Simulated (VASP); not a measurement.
# HfN (rocksalt type) (Fm-3m) in VASP: further runs

The runs below take HfN (rocksalt type) through relaxation of cell and atoms, with PBE.

All numbers are computed with VASP 6.6.1; they aren't measurements. Logs are shortened: lines on timing, memory, paths and dates and some standing lists are left out, and cuts for length are marked.

## 1. The cell of the first run

Symmetry: Fm-3m, No. 225, cubic system. Conventional cell: a = 4.186 Å, b = 4.186 Å, c = 4.186 Å, α = 90.00°, β = 90.00°, γ = 90.00°. Hf (site symmetry m-3m) has 6 N at 2.09 Å within 2.8 Å. N (site symmetry m-3m) has 6 Hf at 2.09 Å within 2.8 Å.

## 2. Relaxation of cell and atoms, PBE, target pressure 110 GPa, at which the enthalpy is minimised

File INCAR:

```
ALGO = Normal ; EDIFF = 1E-6
EDIFFG = -0.005 ; ENCUT = 600
GGA = PE ; IBRION = 2
ISIF = 3 ; ISMEAR = -1
LASPH = True ; LCHARG = False
LREAL = False ; LWAVE = False
NELM = 100 ; NSW = 60
PREC = Accurate ; PSTRESS = 1100.0
SIGMA = 0.05
```

File KPOINTS:

```
k-points
0
Gamma
  17 17 17
```

File POSCAR:

```
HfN
1.0
    0.0000000000      2.0931673737      2.0931673737
    2.0931673737      0.0000000000      2.0931673737
    2.0931673737      2.0931673737      0.0000000000
Hf N
1 1
Direct
    0.0000000000      0.0000000000      0.0000000000
    0.5000000000      0.5000000000      0.5000000000
```

Potentials or basis: VASP PAW PBE potentials, release 64 (Hf_pv, N).

Launch:

```
$ cat potpaw_PBE.64/Hf_pv/POTCAR potpaw_PBE.64/N/POTCAR > POTCAR
$ mpirun -np 1 vasp_std > vasp.out
```

OUTCAR:

```text
EDIFF = 1E-6
   EDIFFG = -0.005
   ENCUT = 600
   GGA = PE
   IBRION = 2
   ISIF = 3
   ISMEAR = -1
   LASPH = True
   LREAL = False
   NELM = 100
   NSW = 60
   PREC = Accurate
   PSTRESS = 1100.0

 ion  position               nearest neighbor table
   1  0.000  0.000  0.000-   2 2.09   2 2.09   2 2.09   2 2.09   2 2.09   2 2.09
   2  0.500  0.500  0.500-   1 2.09   1 2.09   1 2.09   1 2.09   1 2.09   1 2.09

  LATTYP: Found a face centered cubic cell.
 ALAT       =     4.1863347474

  Lattice vectors:

 A1 = (   0.0000000000,   2.0931673737,   2.0931673737)
 A2 = (   2.0931673737,   0.0000000000,   2.0931673737)
 A3 = (   2.0931673737,   2.0931673737,   0.0000000000)

Analysis of symmetry for initial positions (statically):
=====================================================================
 Subroutine PRICEL returns:
 Original cell was already a primitive cell.

 Routine SETGRP: Setting up the symmetry group for a
 face centered cubic supercell.

 Subroutine GETGRP returns: Found 48 space group operations
 (whereof 48 operations were pure point group operations)
 out of a pool of 48 trial point group operations.

The static configuration has the point symmetry O_h .

Analysis of symmetry for dynamics (positions and initial velocities):
=====================================================================
 Subroutine PRICEL returns:
 Original cell was already a primitive cell.

 Routine SETGRP: Setting up the symmetry group for a
 face centered cubic supercell.

 Subroutine GETGRP returns: Found 48 space group operations
 (whereof 48 operations were pure point group operations)
 out of a pool of 48 trial point group operations.

The dynamic configuration has the point symmetry O_h .

 Subroutine INISYM returns: Found 48 space group operations
 (whereof 48 operations are pure point group operations),
 and found     1 'primitive' translations

----------------------------------------------------------------------------------------

                                     Primitive cell

  volume of cell :      18.3418

  direct lattice vectors                    reciprocal lattice vectors
     0.000000000  2.093167374  2.093167374    -0.238872441  0.238872441  0.238872441
     2.093167374  0.000000000  2.093167374     0.238872441 -0.238872441  0.238872441
     2.093167374  2.093167374  0.000000000     0.238872441  0.238872441 -0.238872441

  length of vectors
     2.960185688  2.960185688  2.960185688     0.413739204  0.413739204  0.413739204

  position of ions in fractional coordinates (direct lattice)
     0.000000000  0.000000000  0.000000000
     0.500000000  0.500000000  0.500000000

  ion indices of the primitive-cell ions
   primitive index   ion index
                 1           1
                 2           2

----------------------------------------------------------------------------------------

 KPOINTS: k-points

Automatic generation of k-mesh.
 Grid dimensions read from file:
 generate k-points for:   17   17   17

 Generating k-lattice:

  Cartesian coordinates                     Fractional coordinates (reciprocal lattice)
    -0.014051320  0.014051320  0.014051320     0.058823529  0.000000000  0.000000000
     0.014051320 -0.014051320  0.014051320     0.000000000  0.058823529  0.000000000
     0.014051320  0.014051320 -0.014051320     0.000000000  0.000000000  0.058823529

  Length of vectors
     0.024337600  0.024337600  0.024337600

  Shift w.r.t. Gamma in fractional coordinates (k-lattice)
     0.000000000  0.000000000  0.000000000

 Subroutine IBZKPT returns following result:
 ===========================================

 Found    165 irreducible k-points:

 Following reciprocal coordinates:
            Coordinates               Weight
  0.000000  0.000000  0.000000      1.000000
  0.058824  0.000000  0.000000      8.000000
  0.117647  0.000000  0.000000      8.000000
  0.176471  0.000000  0.000000      8.000000
  0.235294  0.000000  0.000000      8.000000
  0.294118  0.000000  0.000000      8.000000
[... 16 lines left out ...]
 -0.176471  0.058824  0.000000     24.000000
 -0.117647  0.058824  0.000000     24.000000
 [... further k-points ...]
   k-points           NKPTS =    165   k-points in BZ     NKDIM =    165   number of bands    NBANDS=     11
   number of dos      NEDOS =    301   number of ions     NIONS =      2
   total plane-waves  NPLWV =  13824
   dimension x,y,z NGX =    24 NGY =   24 NGZ =   24
   dimension x,y,z NGXF=    48 NGYF=   48 NGZF=   48
   ions per type =               1   1
   NGX,Y,Z   is equivalent  to a cutoff of  13.48, 13.48, 13.48 a.u.
   NGXF,Y,Z  is equivalent  to a cutoff of  26.96, 26.96, 26.96 a.u.
 SYSTEM =  unknown system
   PREC   = accura    normal or accurate (medium, high low for compatibility)
   ISTART =      0    job   : 0-new  1-cont  2-samecut
   ICHARG =      2    charge: 1-file 2-atom 10-const
   ISPIN  =      1    spin polarized calculation?
   LNONCOLLINEAR =      F non collinear calculations
   LSORBIT =      F    spin-orbit coupling
   LASPH  =      T    aspherical Exc in radial PAW
   ENCUT  =  600.0 eV  44.10 Ry    6.64 a.u.   5.91  5.91  5.91*2*pi/ulx,y,z
   NELM   =    100;   NELMIN=  2; NELMDL= -5     # of ELM steps
   EDIFF  = 0.1E-05   stopping-criterion for ELM
   LREAL  =      F    real-space projection
   EDIFFG = -.5E-02   stopping-criterion for IOM
   NSW    =     60    number of steps for IOM
   IBRION =      2    ionic relax: 0-MD 1-quasi-New 2-CG
   NFREE  =      1    steps in history (QN), initial steepest desc. (CG)
   ISIF   =      3    stress and relaxation
   ISYM   =      2    0-nonsym 1-usesym 2-fastsym
   POTIM  = 0.5000    time-step for ionic-motion
   TEBEG  =    0.0;   TEEND  =   0.0 temperature during run
   PSTRESS= 1100.0 pullay stress
   NELECT =      15.0000    total number of electrons
   NUPDOWN=      -1.0000    fix difference up-down
   EMIN   =  10.00;   EMAX   =-10.00  energy-range for DOS
   EFERMI =   0.00;   METHOD = LEGACY
   ISMEAR =    -1;   SIGMA  =   0.05  broadening in eV -4-tet -1-fermi 0-gaus
   EFERMI_NEDOS =   21; number of points for ismear=-14 and -15
   IALGO  =     38    algorithm
   IMIX   =      4    mixing-type and parameters
     AMIX     =   0.40;   BMIX     =  1.00
     AMIX_MAG =   1.60;   BMIX_MAG =  1.00
  volume/ion in A,a.u.               =       9.17        61.89
  Fermi-wavevector in a.u.,A,eV,Ry     =   1.530939  2.893056 31.888995  2.343775
  Thomas-Fermi vector in A             =   2.638353
   LORBIT       =      0    0 simple, 1 ext, 2 COOP (PROOUT), +10 PAW based schemes
   GGA     = PE    functional components
   LHFCALC =     F    Hartree Fock is set to
   AEXX    =    0.0000 exact exchange contribution
   IVDW    =     0    specifies the selected vdW correction
   LEPSILON=     F    determine dielectric tensor
   LRPA    =     F    only Hartree local field effects (RPA)
 conjugate gradient relaxation of ions
 non-spin polarized calculation
  energy-cutoff  :      600.00
  volume of cell :       18.34
 maximum number of plane-waves:       628
   NGX = 11   NGY = 11   NGZ = 11

--------------------------------------- Ionic step        1  -------------------------------------------

 number of electron      15.0000002 magnetization

 Free energy of the ion-electron system (eV)
  ---------------------------------------------------
  ext. energy  EPLUGINS =         0.00000000
  ---------------------------------------------------
  free energy    TOTEN  =       -20.39407061 eV

  energy without entropy =      -20.38966022  energy(sigma->0) =      -20.39186542

------------------------ aborting loop because EDIFF is reached ----------------------------------------

  FORCE on cell =-STRESS in cart. coord.  units (eV):
  Direction    XX          YY          ZZ          XY          YZ          ZX
  --------------------------------------------------------------------------------------
  -------------------------------------------------------------------------------------
  Total       12.4251817     12.4251817     12.4251817      0.0000000     -0.0000000      0.0000000
  in kB     1085.3541358   1085.3541358   1085.3541358      0.0000000     -0.0000000      0.0000000
  external PRESSURE =     -14.6458642 kB  Pullay stress =    1100.0000000 kB
[... 61 lines left out ...]
  enthalpy is  TOTEN    =        -7.7974425677 eV   P V=       12.4406760939

--------------------------------------- Ionic step        3  -------------------------------------------

 number of electron      15.0000002 magnetization

 Free energy of the ion-electron system (eV)
  ---------------------------------------------------
  ext. energy  EPLUGINS =         0.00000000
  ---------------------------------------------------
  free energy    TOTEN  =       -20.36732287 eV

  energy without entropy =      -20.36292419  energy(sigma->0) =      -20.36512353

 E-fermi :  10.5886     XC(G=0): -13.9914

 val. band max:       10.5796431218   @ k =  -0.1765   0.1765   0.0588
 cond. band min:      10.5966853410   @ k =  -0.3529   0.3529   0.0588
 fundamental gap:      0.0170422191
 Fermi energy:        10.5886355146

 k-point     1 :       0.0000    0.0000    0.0000
  band No.  band energies     occupation
      1     -19.6312      2.00000
      2     -19.6312      2.00000
      3     -19.6312      2.00000
      4      -8.2685      2.00000
      5       7.3223      2.00000
      6       7.3223      2.00000
      7       7.3223      2.00000
      8      10.0389      1.99997
      9      10.0389      1.99997
     10      10.0389      1.99997
     11      13.1335      0.00000
[... 309 lines left out ...]
 k-point    24 :      -0.1176    0.0588    0.0000
  band No.  band energies     occupation
      1     -20.1145      2.00000
      2     -19.7239      2.00000
      3     -19.6389      2.00000
      4      -7.4626      2.00000
      5       5.2689      2.00000
      6       5.7262      2.00000
      7       6.3535      2.00000
      8      10.5067      1.67481
      9      10.5719      1.16538
     10      11.5012      0.00000
     11      14.2400      0.00000

 [... further k-points ...]
[... 5 lines left out ...]
  --------------------------------------------------------------------------------------
  -------------------------------------------------------------------------------------
  Total       12.5670756     12.5670756     12.5670756      0.0000000      0.0000000     -0.0000000
  in kB     1100.1014219   1100.1014219   1100.1014219      0.0000000      0.0000000     -0.0000000
  external PRESSURE =       0.1014219 kB  Pullay stress =    1100.0000000 kB
[... 17 lines left out ...]
  FREE ENERGIE OF THE ION-ELECTRON SYSTEM (eV)
  ---------------------------------------------------
  free  energy   TOTEN  =       -20.3673228709 eV

  energy  without entropy=      -20.3629241862  energy(sigma->0) =      -20.36512353

  enthalpy is  TOTEN    =        -7.8014058519 eV   P V=       12.5659170190

 reached required accuracy - stopping structural energy minimisation
```

It took 23 s on 1 thread of Intel Xeon 6975P-C (Granite Rapids), shared host; peak memory 0.18 GiB.

Results:

```yaml
Free_energy: -20.3673 eV
Relaxed_volume: 9.15 Å³/atom
Relaxed_cell: a = 2.958 Å, b = 2.958 Å, c = 2.958 Å, α = 60.00°, β = 60.00°, γ = 60.00°
Space_group_after_relaxing_to_0.1_Å: Fm-3m (No. 225)
Energy_change_on_relaxing_the_run_minimises_the_enthalpy: +13.4 meV/atom
Ionic_steps: 3
Pressure_after_relaxing: 110.0 GPa
Band_gap_on_the_k_mesh: zero (an odd number of electrons rules out a gap without spin polarisation)
```

The path:
| step | energy change (eV) | largest force (eV/Å) | pressure (GPa) | volume (Å³) |
| --- | --- | --- | --- | --- |
| 1 | 0.0000 | 0.0000 | 108.54 | 18.34 |
| 2 | 0.1560 | 0.0000 | 117.04 | 18.12 |
| 3 | 0.0267 | 0.0000 | 110.01 | 18.30 |

Final structure:
```
CELL_PARAMETERS angstrom
0.00000 2.09167 2.09167
2.09167 0.00000 2.09167
2.09167 2.09167 0.00000
ATOMIC_POSITIONS crystal
Hf 0.00000 0.00000 0.00000
N 0.50000 0.50000 0.50000
```

Levels at points of the mesh, in eV from the Fermi level:
| k point | band 4 | band 5 | band 6 | band 7 | band 8 | band 9 | band 10 | band 11 |
| --- | --- | --- | --- | --- | --- | --- | --- | --- |
| (0.00, 0.00, 0.00) | -18.86 | -3.27 | -3.27 | -3.27 | -0.55 | -0.55 | -0.55 | 2.54 |

Caveat: the cell is relaxed towards a set pressure, so the run minimises the enthalpy, not the energy; spin-orbit coupling is left out, which moves the levels of the heavy elements.

## 3. Relaxation of cell and atoms, PBE, target pressure 110 GPa, at which the enthalpy is minimised

File INCAR:

```
SYSTEM = HfN
ALGO     = Normal         ! electronic algorithm
EDIFF    = 1E-6           ! SCF threshold, eV
EDIFFG   = -0.005         ! ionic threshold
ENCUT    = 600            ! plane-wave cutoff, eV
GGA      = PE             ! functional
IBRION   = 2              ! ionic algorithm
ISIF     = 3              ! what is computed and relaxed
ISMEAR   = -1             ! smearing method
LASPH    = .TRUE.         ! aspherical terms in the spheres
LCHARG   = .FALSE.        ! write CHGCAR
LREAL    = .FALSE.        ! projectors in reciprocal space
LWAVE    = .FALSE.        ! write WAVECAR
NELM     = 80             ! most SCF steps
NSW      = 32             ! ionic steps
PREC     = Accurate       ! precision mode
PSTRESS  = 1100.0       
SIGMA    = 0.05           ! smearing width, eV
```

File KPOINTS:

```
k-points
0
G
  17 17 17
  0 0 0
```

File POSCAR:

```
HfN
1.0
    0.0000000000      2.0937812236      2.0937812236
    2.0937812236      0.0000000000      2.0937812236
    2.0937812236      2.0937812236      0.0000000000
Hf N
1 1
Direct
    0.0000000000      0.0000000000      0.0000000000
    0.5000000000      0.5000000000      0.5000000000
```

Potentials or basis: VASP PAW PBE potentials, release 64 (Hf_pv, N).

Launch:

```
$ cat potpaw_PBE.64/Hf_pv/POTCAR potpaw_PBE.64/N/POTCAR > POTCAR
$ mpirun -np 1 vasp_std > vasp.out
```

Run time: 22 s. Hardware: 1 thread of Intel Xeon 6975P-C (Granite Rapids), shared host; peak memory 0.18 GiB.

The run converged. Its results:

- Free energy: -20.3675 eV
- Relaxed volume: 9.15 Å³/atom
- Relaxed cell: a = 2.958 Å, b = 2.958 Å, c = 2.958 Å, α = 60.00°, β = 60.00°, γ = 60.00°
- Space group after relaxing (to 0.1 Å): Fm-3m (No. 225)
- Energy change on relaxing (the run minimises the enthalpy): +18.8 meV/atom
- Ionic steps: 3
- Pressure after relaxing: 110.0 GPa
- Band gap on the k mesh: zero (an odd number of electrons rules out a gap without spin polarisation)

The path:
| step | energy change (eV) | largest force (eV/Å) | pressure (GPa) | volume (Å³) |
| --- | --- | --- | --- | --- |
| 1 | 0.0000 | 0.0000 | 107.93 | 18.36 |
| 2 | 0.2224 | 0.0000 | 120.03 | 18.05 |
| 3 | 0.0375 | 0.0000 | 110.00 | 18.30 |

Final structure:
```
CELL_PARAMETERS angstrom
0.00000 2.09168 2.09168
2.09168 0.00000 2.09168
2.09168 2.09168 0.00000
ATOMIC_POSITIONS crystal
Hf 0.00000 0.00000 0.00000
N 0.50000 0.50000 0.50000
```

Levels at points of the mesh, in eV from the Fermi level:
```csv
k point,band 4,band 5,band 6,band 7,band 8,band 9,band 10,band 11
"(0.00, 0.00, 0.00)",-18.86,-3.27,-3.27,-3.27,-0.55,-0.55,-0.55,2.54
```

Caveat: the cell is relaxed towards a set pressure, so the run minimises the enthalpy, not the energy; spin-orbit coupling is left out, which moves the levels of the heavy elements.
